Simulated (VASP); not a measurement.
Write the native input for VASP 6.6.1 that does the following.

- Task: single point
- Functional: LDA
- Potentials or basis: VASP PAW LDA potentials, release 64 (K_sv, Br)
- Cutoff: 500 eV
- k mesh: 6 × 6 × 6
- Occupations: gaussian, width 0.01 eV
- Spin: no spin polarisation
- Dipole correction: no
- Further INCAR settings: ALGO = Normal; EDIFF = 1e-06; NBANDS = 15

The structure of KBr lies in POSCAR:

```
KBr
1.0
    4.0702779195      0.0000000000      0.0000000000
    0.0000000000      4.0702779195      0.0000000000
    0.0000000000      0.0000000000      4.0702779195
K Br
1 1
Direct
    0.0000000000      0.0000000000      0.0000000000
    0.5000000000      0.5000000000      0.5000000000
```

These files were run (other wordings do the same):

INCAR

```
PREC = Accurate
ENCUT = 500
EDIFF = 1E-6
ISMEAR = 0
SIGMA = 0.01
LREAL = F
LASPH = T
NELM = 120
ALGO = Normal
ISIF = 2
LWAVE = F
LCHARG = F
GGA = CA
NBANDS = 15
GGA_COMPAT = F
```

KPOINTS

```
regular mesh
0
Gamma
  6 6 6
```

Potentials or basis: VASP PAW LDA potentials, release 64 (K_sv, Br).

Command:

```sh
$ cat potpaw_LDA.64/K_sv/POTCAR potpaw_LDA.64/Br/POTCAR > POTCAR
$ mpirun -np 1 vasp_std > vasp.out
```

Results of the run:

```json
{
  "Pressure": "-2.9 GPa",
  "Band gap on the k mesh": "3.42 eV, indirect (least direct gap 3.69 eV)"
}
```

Wall time 19 s on 1 thread of Intel Xeon 8259CL, on a shared host, peak memory 0.15 GiB.
